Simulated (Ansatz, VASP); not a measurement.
# InAs in VASP and in Ansatz

```
CELL_PARAMETERS angstrom
0.00000 3.01302 3.01302
3.01302 0.00000 3.01302
3.01302 3.01302 0.00000
ATOMIC_POSITIONS crystal
In 0.00000 0.00000 0.00000
As 0.25000 0.25000 0.25000
```

Alike in both runs: functional LDA; k mesh 12 × 12 × 12; occupations gaussian, width 0.1 eV; no spin polarisation.

Ansatz relaxed the structure, and its values are those at the end. VASP's run is a single point on that final structure, the one shown.

|  | VASP | Ansatz |
| --- | --- | --- |
| version | VASP 6.6.1 | Ansatz 0.2.0 |
| potentials or method | VASP PAW LDA potentials, release 64 (In_d, As), cutoff 500 eV | scalar-relativistic, plane waves, PAW |
| valence electrons in the cell | 18 | 28 |

|  | VASP | Ansatz | Ansatz less VASP |
| --- | --- | --- | --- |
| gap on the k mesh at the Fermi level (eV) | none | none | - |
| pressure (GPa) | 0.1 | 0.0 | -0.15 |

LDA's correlation is that of Perdew and Zunger in VASP and of Perdew and Wang (1992) in Ansatz. A gap of «none» marks a metal or a gap that the smearing closes. VASP's potentials hold 18 valence electrons a cell and Ansatz's 28, so a difference there can come from the potentials and not from the codes.
